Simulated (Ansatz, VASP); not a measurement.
**One calculation of Cu, two programs**

File INCAR:

```
  PREC = Accurate
  ENCUT = 820
  EDIFF = 1E-6
  ISMEAR = 0
  SIGMA = 0.15
  LREAL = F
  LASPH = T
  NELM = 120
  ALGO = Normal
  ISIF = 2
  LWAVE = F
  LCHARG = F
  NBANDS = 16
  GGA_COMPAT = F
```

Contents of KPOINTS:

```
Automatic mesh
0
Gamma
  24 24 24
```

File POSCAR:

```
Cu
1.0
   -1.3892284186      1.3892284186      1.4724432009
    1.3892284186     -1.3892284186      1.4724432009
    1.3892284186      1.3892284186     -1.4724432009
Cu
1
Direct
    0.0000000000      0.0000000000      0.0000000000
```

Input for Ansatz:

```yaml
crystal:
  lattice:
    - [-1.3892284186, 1.3892284186, 1.4724432009]
    - [1.3892284186, -1.3892284186, 1.4724432009]
    - [1.3892284186, 1.3892284186, -1.4724432009]
  atoms:
    - { symbol: Cu, position: [0.0, 0.0, 0.0] }
basis:
  ecutwfc: 520.0
kpoints:
  mp_grid: { grid: [24, 24, 24] }
hamiltonian:
  xc: lda
  pseudopotentials: { kind: paw, azcp: { folder: soft_1 } }
scf:
  occupations: { method: gaussian, width: 0.15 }
output:
  forces: true
  stress: true
  eigenvalues: true
```

Alike in both runs: task single point; functional LDA; k mesh 24 × 24 × 24; occupations gaussian, width 0.15 eV; no spin polarisation.

```csv
,VASP,Ansatz
version,VASP 6.6.1,Ansatz 0.2.0
potentials or method,"VASP PAW LDA potentials, release 64 (Cu_sv_GW), cutoff 820 eV","scalar-relativistic, plane waves, PAW"
valence electrons in the cell,19,19
```

VASP gave:

* gap on the k mesh at the Fermi level (eV): none
* pressure (GPa): -7.2
* traceless stress, the component that is largest in VASP (GPa): 0.75

**Question.** What did Ansatz give for the same quantities?

**Answer.** gap on the k mesh at the Fermi level (eV): none; pressure (GPa): -6.7; traceless stress, the component that is largest in VASP (GPa): 0.75.

Ansatz warns that its potentials were made for another functional, while VASP's fit it. LDA's correlation is that of Perdew and Zunger in VASP and of Perdew and Wang (1992) in Ansatz. A gap of «none» marks a metal or a gap that the smearing closes.
